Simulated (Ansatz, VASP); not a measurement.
# Two plane-wave programs on SiC

```
Si C
1.0
     0.00000    2.17400    2.17400
     2.17400    0.00000    2.17400
     2.17400    2.17400    0.00000
Si C
1 1
Cartesian
  0.0000 0.0000 0.0000
  3.2610 3.2610 2.9610
```

Change from the starting cell: all C atoms moved -0.300 Å, as atom 2 along Cartesian [0 0 1].

Alike in both runs: task single point; functional PBE; k mesh 12 × 12 × 12; occupations gaussian, width 0.05 eV; no spin polarisation.

```csv
,VASP,Ansatz
version,VASP 6.6.1,Ansatz 0.2.0
potentials or method,"VASP PAW PBE potentials, release 64 (Si, C), cutoff 520 eV","scalar-relativistic, plane waves, PAW"
valence electrons in the cell,8,8
```

Ansatz gave:

| Quantity | Value |
| --- | --- |
| gap on the k mesh at the Fermi level (eV) | 0.08 |
| least direct gap on the mesh (eV) | 3.89 |
| pressure (GPa) | 15.3 |
| traceless stress, the component that is largest in VASP (GPa) | -22.09 |
| rms of the force components (eV/Å) | 3.003 |

Question: What did VASP give for the same quantities?

Answer: gap on the k mesh at the Fermi level (eV): 0.08; least direct gap on the mesh (eV): 3.88; pressure (GPa): 15.2; traceless stress, the component that is largest in VASP (GPa): -22.06; rms of the force components (eV/Å): 3.003.

Atom by atom the forces differ by 0.000 eV/Å (rms over components). The functional is the same, so the differences come from potentials, cutoffs and numerics.
